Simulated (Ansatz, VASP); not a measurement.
**Two plane-wave programs on W**

```xyz
1
Lattice="-1.5862 1.5862 1.5862 1.5862 -1.5862 1.5862 1.5862 1.5862 -1.5862" Properties=species:S:1:pos:R:3 pbc="T T T"
W     0.0000    0.0000    0.0000
```

Alike in both runs: task relaxation of cell and atoms; functional PBEsol; k mesh 18 × 18 × 18; occupations gaussian, width 0.1 eV; no spin polarisation.

|  | VASP | Ansatz |
| --- | --- | --- |
| version | VASP 6.6.1 | Ansatz 0.2.0 |
| potentials or method | VASP PAW PBE potentials, release 64 (W_sv), cutoff 600 eV | scalar-relativistic, plane waves, PAW |
| valence electrons in the cell | 14 | 14 |

```csv
,VASP,Ansatz,Ansatz less VASP
"gap on the k mesh at the Fermi level, each at its own relaxed structure (eV)",none,none,-
relaxed volume (Å³/atom),15.73,15.69,-0.034
relaxed cell length with the largest relative difference (Å),2.734,2.732,-0.0020
```

VASP's potentials were made for PBE, not for PBEsol. A gap of «none» marks a metal or a gap that the smearing closes.

Spin-orbit coupling is off throughout.
